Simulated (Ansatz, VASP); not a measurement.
One calculation of MgS, two programs

The input INCAR:

```
PREC     = Accurate       # precision mode
ENCUT    = 520            # plane-wave cutoff, eV
EDIFF    = 1E-7           # SCF threshold, eV
ISMEAR   = 0              # smearing method
SIGMA    = 0.05           # smearing width, eV
LREAL    = False          # projectors in reciprocal space
LASPH    = True           # aspherical terms in the spheres
NELM     = 100            # most SCF steps
ALGO     = Normal         # electronic algorithm
ISIF     = 2              # what is computed and relaxed
LWAVE    = False          # write WAVECAR
LCHARG   = False          # write CHGCAR
LDIPOL   = True         
IDIPOL   = 3            
DIPOL    = 0.5 0.5 0.498
GGA      = CA             # functional
NBANDS   = 31             # bands
```

File KPOINTS:

```
Automatic mesh
0
Gamma
  16 16 1
```

The input POSCAR:

```
MgS
1.0
    3.6792887100      0.0000000000      0.0000000000
    0.0000000000      3.6792887100      0.0000000000
    0.0000000000      0.0000000000     30.4065999693
Mg S
5 5
Direct
    0.5000000000      0.5000000000      0.3288759680
    0.0000000000      0.0000000000      0.4144379840
    0.5000000000      0.5000000000      0.4977216429
    0.0000000000      0.0000000000      0.5835129079
    0.5000000000      0.5000000000      0.6620566347
    0.0000000000      0.0000000000      0.3288759680
    0.5000000000      0.5000000000      0.4144379840
    0.0000000000      0.0000000000      0.4985127360
    0.5000000000      0.5000000000      0.5810541915
    0.0000000000      0.0000000000      0.6679500208
```

Input for Ansatz:

```yaml
crystal:
  lattice:
    - [3.67928871, 0.0, 0.0]
    - [0.0, 3.67928871, 0.0]
    - [0.0, 0.0, 30.4065999693]
  atoms:
    - { symbol: Mg, position: [0.5, 0.5, 0.328875968] }
    - { symbol: S, position: [0.0, 0.0, 0.328875968] }
    - { symbol: Mg, position: [0.0, 0.0, 0.414437984] }
    - { symbol: S, position: [0.5, 0.5, 0.414437984] }
    - { symbol: Mg, position: [0.5, 0.5, 0.4977216429] }
    - { symbol: S, position: [0.0, 0.0, 0.498512736] }
    - { symbol: Mg, position: [0.0, 0.0, 0.5835129079] }
    - { symbol: S, position: [0.5, 0.5, 0.5810541915] }
    - { symbol: Mg, position: [0.5, 0.5, 0.6620566347] }
    - { symbol: S, position: [0.0, 0.0, 0.6679500208] }
basis:
  ecutwfc: 420
  fft_grid_basis: typed
kpoints:
  mp_grid: { grid: [16, 16, 1] }
hamiltonian:
  xc: lda
scf:
  occupations: { method: gaussian, width: 0.05 }
output:
  forces: true
  eigenvalues: true
  band_densities:
    - { e_range: [-3.3, -2.5] }
    - { e_range: [-2.5, -1.9] }
    - { e_range: [-1.9, -1.55] }
    - { e_range: [-1.55, 0.0] }
    - { e_range: [0.0, 1.55] }
    - { e_range: [1.55, 1.9] }
    - { e_range: [1.9, 2.5] }
    - { e_range: [2.5, 3.1] }
  band_residual_tolerance: 1.0e-05
  write_potential: true
  elf: true
  write_density: true
  volumetric_format: npy
efield:
  axis: 3
  dipole_correction: true
  ramp_width: 0.04
checkpoint:
  read: start.run
  write: ck
  compress: false
  write_wavefunctions: false
  write_every: 100000
```

Alike in both runs: task single point; functional LDA; k mesh 16 × 16 × 1; occupations gaussian, width 0.05 eV; no spin polarisation.

```csv
,VASP,Ansatz
version,VASP 6.6.1,Ansatz 0.2.0
potentials or method,"VASP PAW LDA potentials, release 64 (Mg, S), cutoff 520 eV","scalar-relativistic, plane waves, PAW"
valence electrons in the cell,40,80
```

```csv
,VASP,Ansatz,Ansatz less VASP
gap on the k mesh at the Fermi level (eV),2.33,2.34,+0.010
rms of the force components (eV/Å),0.158,0.154,-0.0043
```

LDA's correlation is that of Perdew and Zunger in VASP and of Perdew and Wang (1992) in Ansatz. VASP's potentials hold 40 valence electrons a cell and Ansatz's 80, so a difference there can come from the potentials and not from the codes. Ansatz's warnings: xc potential rough in thin density.
